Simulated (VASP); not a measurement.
InSe2, 6 atoms in the cell. The structure is tetragonal, space group P4/nmm (No. 129). The conventional cell has a = 3.895 Å, b = 3.895 Å, c = 9.626 Å, α = 90.00°, β = 90.00°, γ = 90.00°. In (site symmetry 4mm) has 9 Se at 2.84 to 3.43 Å within 3.7 Å. Within 3.7 Å of Se (site symmetry 4mm) lie 5 In at 2.84 to 3.28 Å. Se (site symmetry -4m2) has 4 Se at 2.75 Å and 4 In at 3.43 Å within 3.6 Å. 

* Program: VASP 6.6.1
* Task: single point
* Functional: PBE
* Potentials or basis: VASP PAW PBE potentials, release 64 (In_d, Se)
* Cutoff: 520 eV
* k mesh: 10 × 10 × 4
* Occupations: fermi-dirac, width 0.5 eV
* Spin: no spin polarisation
* Dipole correction: no
* Further INCAR settings: ALGO = Normal; EDIFF = 1e-06; NBANDS = 34

Potentials or basis: VASP PAW PBE potentials, release 64 (In_d, Se).

Launch:

```bash
$ cat potpaw_PBE.64/In_d/POTCAR potpaw_PBE.64/Se/POTCAR > POTCAR
$ mpirun -np 1 vasp_std > vasp.out
```

Hardware: 1 thread of Intel(R) Xeon(R) 6975P-C (Granite Rapids), with other jobs on the host.

Question: Estimate the wall time of this run.

Answer: Wall time 2.2 min on 1 thread of Intel(R) Xeon(R) 6975P-C (Granite Rapids) (shared host), peak memory 0.4 GiB. Counts: scf iterations 13, k points 63.
